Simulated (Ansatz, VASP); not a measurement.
InSe in VASP and in Ansatz

```
In Se
1.0
     2.01828    1.16525    8.30162
    -2.01828    1.16525    8.30162
     0.00000   -2.33050    8.30162
In Se
2 2
Cartesian
  0.0000 0.0000 0.0009
  0.0000 0.0000 2.7940
  0.0000 0.0000 15.3197
  0.0000 0.0000 20.6797
```

Alike in both runs: functional PBE; dispersion D3(BJ); k mesh 12 × 12 × 12; occupations gaussian, width 0.02 eV; no spin polarisation.

Ansatz relaxed the structure, and its values are those at the end. VASP's run is a single point on that final structure, the one shown.

|  | VASP | Ansatz |
| --- | --- | --- |
| version | VASP 6.6.1 | Ansatz 0.2.0 |
| potentials or method | VASP PAW PBE potentials, release 64 (In_d, Se), cutoff 520 eV | scalar-relativistic, plane waves, PAW |
| valence electrons in the cell | 38 | 58 |

Ansatz gave:

```
gap on the k mesh at the Fermi level (eV) : 0.30
least direct gap on the mesh (eV)         : 0.30
pressure (GPa)                            : 0.0
rms of the force components (eV/Å)        : 0.001
```

What did VASP give for the same quantities?

gap on the k mesh at the Fermi level (eV): 0.29; least direct gap on the mesh (eV): 0.29; pressure (GPa): 0.0; rms of the force components (eV/Å): 0.008.

VASP's potentials hold 38 valence electrons a cell and Ansatz's 58, so a difference there can come from the potentials and not from the codes.
